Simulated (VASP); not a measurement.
# PtSe2 in VASP: further runs

Runs on PtSe2. Level: PBE+D3(BJ). Tasks: single point.

Program: VASP 6.6.1. These are calculated values, not measurements. Logs are shortened: lines on timing, memory, paths and dates and some standing lists are left out, and cuts for length are marked.

## (1) The cell of the first run

The cell holds a slab with vacuum, 6 atoms: a = 3.707 Å, b = 3.707 Å, c = 22.798 Å, α = 90.00°, β = 90.00°, γ = 120.00°.

## (2) Single point, PBE+D3(BJ)

Input file INCAR:

```
SYSTEM = PtSe2
PREC = Accurate ; ENCUT = 520
EDIFF = 1E-6 ; ISMEAR = 0
SIGMA = 0.05 ; LREAL = .FALSE.
LASPH = .TRUE. ; NELM = 100
ALGO = Normal ; ISIF = 2
LWAVE = .FALSE. ; LCHARG = .FALSE.
LDIPOL = .TRUE. ; IDIPOL = 3
DIPOL = 0.5 0.5 0.386 ; GGA = PE
IVDW = 12 ; NBANDS = 31
```

Input file KPOINTS:

```
regular mesh
0
G
  9 9 1
  0 0 0
```

Input file POSCAR:

```
PtSe2
1.0
    3.7070358307      0.0000000000      0.0000000000
   -1.8535179153      3.2103872021      0.0000000000
    0.0000000000      0.0000000000     22.7981611688
Se Pt
4 2
Direct
    0.6666666667      0.3333333333      0.1973843402
    0.3333333333      0.6666666667      0.3135814565
    0.3333333333      0.6666666667      0.4587686045
    0.0000000000      1.0000000000      0.5749657208
    0.0000000000      0.0000000000      0.2554828983
   -0.3333333333      0.3333333333      0.5168671626
```

Potentials or basis: VASP PAW PBE potentials, release 64 (Se, Pt).

Launch:

```sh
$ cat potpaw_PBE.64/Se/POTCAR potpaw_PBE.64/Pt/POTCAR > POTCAR
$ mpirun -np 1 vasp_std > vasp.out
```

OUTCAR:

```text
SYSTEM = PtSe2
   PREC = Accurate
   ENCUT = 520
   EDIFF = 1E-6
   ISMEAR = 0
   LREAL = .FALSE.
   LASPH = .TRUE.
   NELM = 100
   ISIF = 2
   GGA = PE
   IVDW = 12
 IVDW          = 12

 ion  position               nearest neighbor table
   1  0.667  0.333  0.197-   5 2.52   5 2.52   5 2.52
   2  0.333  0.667  0.314-   5 2.52   5 2.52   5 2.52
   3  0.333  0.667  0.459-   6 2.52   6 2.52   6 2.52
   4  0.000  0.000  0.575-   6 2.52   6 2.52   6 2.52
   5  0.000  0.000  0.255-   1 2.52   1 2.52   1 2.52   2 2.52   2 2.52   2 2.52
   6  0.667  0.333  0.517-   3 2.52   3 2.52   3 2.52   4 2.52   4 2.52   4 2.52

  LATTYP: Found a hexagonal cell.
 ALAT       =     3.7070358307
 C/A-ratio  =     6.1499705452

  Lattice vectors:

 A1 = (   3.7070358307,   0.0000000000,   0.0000000000)
 A2 = (  -1.8535179153,   3.2103872021,   0.0000000000)
 A3 = (   0.0000000000,   0.0000000000,  22.7981611688)

Analysis of symmetry for initial positions (statically):
=====================================================================
 Subroutine PRICEL returns:
 Original cell was already a primitive cell.

 Routine SETGRP: Setting up the symmetry group for a
 hexagonal supercell.

 Subroutine GETGRP returns: Found 12 space group operations
 (whereof  6 operations were pure point group operations)
 out of a pool of 24 trial point group operations.

The static configuration has the point symmetry C_3v.
 The point group associated with its full space group is D_3d.

Analysis of symmetry for dynamics (positions and initial velocities):
=====================================================================
 Subroutine PRICEL returns:
 Original cell was already a primitive cell.

 Routine SETGRP: Setting up the symmetry group for a
 hexagonal supercell.

 Subroutine GETGRP returns: Found 12 space group operations
 (whereof  6 operations were pure point group operations)
 out of a pool of 24 trial point group operations.

The dynamic configuration has the point symmetry C_3v.
 The point group associated with its full space group is D_3d.

 Subroutine INISYM returns: Found 12 space group operations
 (whereof  6 operations are pure point group operations),
 and found     1 'primitive' translations

----------------------------------------------------------------------------------------

                                     Primitive cell

  volume of cell :     271.3214

  direct lattice vectors                    reciprocal lattice vectors
[... 92 lines left out ...]
   PSTRESS=    0.0 pullay stress
   NELECT =      44.0000    total number of electrons
   NUPDOWN=      -1.0000    fix difference up-down
   EMIN   =  10.00;   EMAX   =-10.00  energy-range for DOS
   EFERMI =   0.00;   METHOD = LEGACY
   ISMEAR =     0;   SIGMA  =   0.05  broadening in eV -4-tet -1-fermi 0-gaus
   EFERMI_NEDOS =   21; number of points for ismear=-14 and -15
   IALGO  =     38    algorithm
   IMIX   =      4    mixing-type and parameters
     AMIX     =   0.40;   BMIX     =  1.00
     AMIX_MAG =   1.60;   BMIX_MAG =  1.00
  volume/ion in A,a.u.               =      45.22       305.16
  Fermi-wavevector in a.u.,A,eV,Ry     =   0.892752  1.687058 10.843938  0.797007
  Thomas-Fermi vector in A             =   2.014742
   LORBIT       =      0    0 simple, 1 ext, 2 COOP (PROOUT), +10 PAW based schemes
   GGA     = PE    functional components
   LHFCALC =     F    Hartree Fock is set to
   AEXX    =    0.0000 exact exchange contribution
   IVDW    =    12    specifies the selected vdW correction
   LEPSILON=     F    determine dielectric tensor
   LRPA    =     F    only Hartree local field effects (RPA)
 non-spin polarized calculation
 Gauss-broadening in eV      SIGMA  =   0.05
  energy-cutoff  :      520.00
  volume of cell :      271.32
 maximum number of plane-waves:      7334
 NGX is ok and might be reduce to    28
   NGX = 13   NGY = 13   NGZ = 85

 dipolmoment           0.000000      0.000000      0.000029 electrons x Angstroem

 number of electron      44.0000001 magnetization

 dipolmoment           0.000000      0.000000     -0.000004 electrons x Angstroem

 Free energy of the ion-electron system (eV)
  ---------------------------------------------------
  ext. energy  EPLUGINS =         0.00000000
  ---------------------------------------------------
  free energy    TOTEN  =       -28.47672243 eV

  energy without entropy =      -28.47672243  energy(sigma->0) =      -28.47672243

 E-fermi :   0.0883     XC(G=0):  -5.4745

 val. band max:       -0.1478399361   @ k =   0.1111   0.1111   0.0000
 cond. band min:       0.4977360495   @ k =   0.2222  -0.0000   0.0000
 fundamental gap:      0.6455759856
 Fermi energy:         0.0883339637

 k-point     1 :       0.0000    0.0000    0.0000
  band No.  band energies     occupation
      1     -14.7909      2.00000
      2     -14.6898      2.00000
      3     -13.0755      2.00000
      4     -12.8833      2.00000
      5      -6.1181      2.00000
      6      -5.7699      2.00000
[... 397 lines left out ...]
     30       7.3323      0.00000
     31       7.3323      0.00000

------------------------ aborting loop because EDIFF is reached ----------------------------------------

 vacuum level on the upper side and lower side of the slab       (xc-potential included)        -0.139        -0.140

 Edisp (eV)   -2.09652

 E8    (eV) :    -0.9283

  FORCE on cell =-STRESS in cart. coord.  units (eV):
  Direction    XX          YY          ZZ          XY          YZ          ZX
  --------------------------------------------------------------------------------------
  -------------------------------------------------------------------------------------
  Total       0.08194     0.08194     0.43761     0.00000     0.00000    -0.00000
  in kB       0.48386     0.48386     2.58415     0.00000     0.00000    -0.00000
  external pressure =        1.18 kB  Pullay stress =        0.00 kB

 VOLUME and BASIS-vectors are now :
 -----------------------------------------------------------------------------
  energy-cutoff  :      520.00
  volume of cell :      271.32
      direct lattice vectors                 reciprocal lattice vectors
     3.707035831  0.000000000  0.000000000     0.269757306  0.155744453  0.000000000
    -1.853517915  3.210387202  0.000000000     0.000000000  0.311488907  0.000000000
     0.000000000  0.000000000 22.798161169     0.000000000  0.000000000  0.043863187

 POSITION                                       TOTAL-FORCE (eV/Angst)
 -----------------------------------------------------------------------------------
      1.85352      1.07013      4.50000        -0.000000     -0.000000     -0.006727
     -0.00000      2.14026      7.14908         0.000000     -0.000000     -0.136885
     -0.00000      2.14026     10.45908        -0.000000      0.000000      0.136885
      0.00000      0.00000     13.10816         0.000000      0.000000      0.006727
      0.00000      0.00000      5.82454         0.000000      0.000000      0.004174
      1.85352      1.07013     11.78362        -0.000000     -0.000000     -0.004174
 -----------------------------------------------------------------------------------
    total drift:                               -0.000000      0.000000     -0.000108

  FREE ENERGIE OF THE ION-ELECTRON SYSTEM (eV)
  ---------------------------------------------------
  free  energy   TOTEN  =       -30.5732417703 eV

  energy  without entropy=      -30.5732417703  energy(sigma->0) =      -30.57324177

 vacuum level on the upper side and lower side of the slab         4.907         4.907
```

OSZICAR:

```text
N       E                     dE             d eps       ncg     rms          rms(c)
DAV:   1     0.303766077645E+03    0.30377E+03   -0.17432E+04   744   0.115E+03
DAV:   2    -0.202694382002E+01   -0.30579E+03   -0.28955E+03   968   0.214E+02
DAV:   3    -0.294404339666E+02   -0.27413E+02   -0.26810E+02   886   0.682E+01
[... 16 lines left out ...]
DAV:  20    -0.284767140262E+02   -0.41763E-05   -0.22663E-07   604   0.225E-03    0.773E-04
DAV:  21    -0.284767185877E+02   -0.45615E-05   -0.88461E-08   576   0.124E-03    0.629E-04
DAV:  22    -0.284767209805E+02   -0.23929E-05   -0.47857E-08   596   0.107E-03    0.521E-04
DAV:  23    -0.284767223200E+02   -0.13394E-05   -0.41999E-08   561   0.761E-04    0.188E-04
DAV:  24    -0.284767224316E+02   -0.11163E-06   -0.11699E-08   603   0.382E-04
   1 F= -.30573242E+02 E0= -.30573242E+02  d E =-.426983E-12
```

Wall time 2.5 min (1 thread of Intel Xeon Platinum 8559C (Emerald Rapids), shared host); peak memory 0.41 GiB.

Results:

* Free energy: -30.5732 eV
* Largest force: 0.137 eV/Å
* Band gap on the k mesh: 0.65 eV (least direct gap 0.87 eV)
* Dispersion energy per atom: -0.349 eV

Forces in eV/Å, atoms in the order of the input:
```
Se   0.000  0.000 -0.007
Se   0.000  0.000 -0.137
Se   0.000  0.000  0.137
Se   0.000  0.000  0.007
Pt   0.000  0.000  0.004
Pt   0.000  0.000 -0.004
```

Levels at points of the mesh, in eV from the valence-band top:
| k point | band 20 | band 21 | band 22 | band 23 | band 24 | band 25 |
| --- | --- | --- | --- | --- | --- | --- |
| (0.00, 0.00, 0.00) | -0.49 | -0.49 | -0.44 | 2.33 | 2.33 | 2.51 |

Caveat: spin-orbit coupling is left out, which moves the levels of the heavy elements.

## (3) Single point, PBE+D3(BJ) (layers slid over each other)

Input file INCAR:

```
PREC = Accurate
ENCUT = 520
EDIFF = 1E-6
ISMEAR = 0
SIGMA = 0.05
LREAL = False
LASPH = True
NELM = 100
ALGO = Normal
ISIF = 2
LWAVE = False
LCHARG = False
LDIPOL = True
IDIPOL = 3
DIPOL = 0.5 0.5 0.386
GGA = PE
IVDW = 12
NBANDS = 31
```

Input file KPOINTS:

```
Automatic mesh
0
Gamma
  9 9 1
```

Input file POSCAR:

```
PtSe2
1.0
    3.7070358307      0.0000000000      0.0000000000
   -1.8535179153      3.2103872021      0.0000000000
    0.0000000000      0.0000000000     22.7981611688
Se Pt
4 2
Direct
    0.6666666667      0.3333333333      0.1973843402
    0.3333333333      0.6666666667      0.3135814565
    0.6666666667      1.3333333333      0.4587686045
    0.3333333333      1.6666666667      0.5749657208
    0.0000000000      0.0000000000      0.2554828983
    0.0000000000      1.0000000000      0.5168671626
```

Potentials or basis: VASP PAW PBE potentials, release 64 (Se, Pt).

Launch:

```sh
$ cat potpaw_PBE.64/Se/POTCAR potpaw_PBE.64/Pt/POTCAR > POTCAR
$ mpirun -np 1 vasp_std > vasp.out
```

Run time: 1.9 min. Hardware: 1 thread of Intel Xeon Platinum 8559C (Emerald Rapids), shared host; peak memory 0.4 GiB.

The run converged. Its results:

* Free energy: -30.6730 eV
* Largest force: 0.115 eV/Å
* Band gap on the k mesh: 0.92 eV (least direct gap 1.16 eV)
* Dispersion energy per atom: -0.350 eV

Forces on the atoms (eV/Å):
```
Se   0.000  0.000 -0.015
Se   0.000  0.000  0.064
Se   0.000  0.000 -0.064
Se   0.000  0.000  0.015
Pt   0.000  0.000  0.115
Pt   0.000  0.000 -0.115
```

Levels at points of the mesh, in eV from the valence-band top:
```
           k point  band 18  band 19  band 20  band 21  band 22  band 23  band 24  band 25  band 26  band 27
(0.00, 0.00, 0.00)    -0.38    -0.33    -0.33    -0.28    -0.28     2.60     2.60     2.70     2.70     4.27
```

Caveat: the cell differs from its parent crystal (layers slid over each other); spin-orbit coupling is left out, which moves the levels of the heavy elements.

## (4) Single point, PBE+D3(BJ) (layers slid over each other)

Input file INCAR:

```
SYSTEM = PtSe2
PREC = Accurate ; ENCUT = 520
EDIFF = 1E-6 ; ISMEAR = 0
SIGMA = 0.05 ; LREAL = .FALSE.
LASPH = .TRUE. ; NELM = 60
ALGO = Normal ; ISIF = 2
LWAVE = .FALSE. ; LCHARG = .TRUE.
LDIPOL = .TRUE. ; IDIPOL = 3
DIPOL = 0.5 0.5 0.386 ; GGA = PE
IVDW = 12 ; LELF = .TRUE.
LVHAR = .TRUE. ; LVACPOTAV = .TRUE.
NBANDS = 31
```

Input file KPOINTS:

```
Automatic mesh
0
G
  9 9 1
  0 0 0
```

Input file POSCAR:

```
PtSe2
1.0
    3.7070358307      0.0000000000      0.0000000000
   -1.8535179153      3.2103872021      0.0000000000
    0.0000000000      0.0000000000     22.7981611688
Se Pt
4 2
Direct
    0.6666666667      0.3333333333      0.1973843402
    0.3333333333      0.6666666667      0.3135814565
    1.0000000000      1.0000000000      0.4587686045
    0.6666666667      1.3333333333      0.5749657208
    0.0000000000      0.0000000000      0.2554828983
    0.3333333333      0.6666666667      0.5168671626
```

Launch:

```sh
$ cat potpaw_PBE.64/Se/POTCAR potpaw_PBE.64/Pt/POTCAR > POTCAR
$ mpirun -np 1 vasp_std > vasp.out
```

Wall time 1.7 min (1 thread of Intel Xeon Platinum 8559C (Emerald Rapids), shared host); peak memory 0.41 GiB.

Results (log left out):

```
Free energy                : -30.6675 eV
Largest force              : 0.074 eV/Å
Band gap on the k mesh     : 0.94 eV (least direct gap 1.21 eV)
Dispersion energy per atom : -0.350 eV
```

Forces in eV/Å, atoms in the order of the input:
```
Se   0.000  0.000 -0.006
Se   0.000  0.000  0.064
Se   0.000  0.000 -0.064
Se   0.000  0.000  0.006
Pt   0.000  0.000  0.074
Pt   0.000  0.000 -0.074
```

Levels at points of the mesh, in eV from the valence-band top:
| k point | band 20 | band 21 | band 22 | band 23 | band 24 | band 25 |
| --- | --- | --- | --- | --- | --- | --- |
| (0.00, 0.00, 0.00) | -0.33 | -0.26 | -0.26 | 2.63 | 2.63 | 2.70 |

Caveat: the cell differs from its parent crystal (layers slid over each other); spin-orbit coupling is left out, which moves the levels of the heavy elements.

## (5) Summary

```csv
cell,gap on the mesh (eV),largest force (eV/Å)
"as given, atomic positions A",0.65,0.14
"as given, atomic positions B",0.92,0.12
"as given, atomic positions C",0.94,0.07
```

Alike in all rows: task single point; level PBE+D3(BJ); potentials or basis VASP PAW PBE potentials, release 64 (Se, Pt); no spin polarisation; k mesh 9 × 9 × 1; cutoff (eV) 520; smearing gaussian 0.05 eV.

Caveats: spin-orbit coupling is left out, which moves the levels of the heavy elements.

Total energies depend on the potentials used, so only differences within one code and one set of settings carry meaning.
